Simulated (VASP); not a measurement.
## Rh: single point with LDA

Rh:

```
Rh
1.0
     0.00000    1.87900    1.87900
     1.87900    0.00000    1.87900
     1.87900    1.87900    0.00000
Rh
1
Cartesian
  0.0000 0.0000 0.0000
```

```yaml
Program: VASP 6.6.1
Task: single point
Functional: LDA
Potentials_or_basis: VASP PAW LDA potentials, release 64 (Rh_pv)
Cutoff: 520 eV
k_mesh: 8 × 8 × 8
Occupations: gaussian, width 0.1 eV
Spin: no spin polarisation
Dipole_correction: no
Further_INCAR_settings: ALGO = Fast; EDIFF = 1e-06; NBANDS = 14
```

```json
{
 "Pressure": "0.7 GPa",
 "Band gap on the k mesh": "zero (an odd number of electrons rules out a gap without spin polarisation)"
}
```

Levels at points of the mesh, in eV from the Fermi level:
```
           k point  band 5  band 6  band 7  band 8  band 9  band 10
(0.00, 0.00, 0.00)   -3.31   -3.31   -3.31   -1.04   -1.04    15.86
(0.50, 0.00, 0.00)   -3.37   -3.37    0.61    0.61    0.62     8.94
(0.50, 0.50, 0.00)   -6.34    0.60    1.04    1.04    3.21    12.69
```

It took 11 s on 1 thread of Intel Xeon 8259CL, with other jobs on the host, peak memory 0.12 GiB.

Caveat: the k points lie up to 0.36 Å⁻¹ apart, too coarse for converged energies and pressures of a metal.
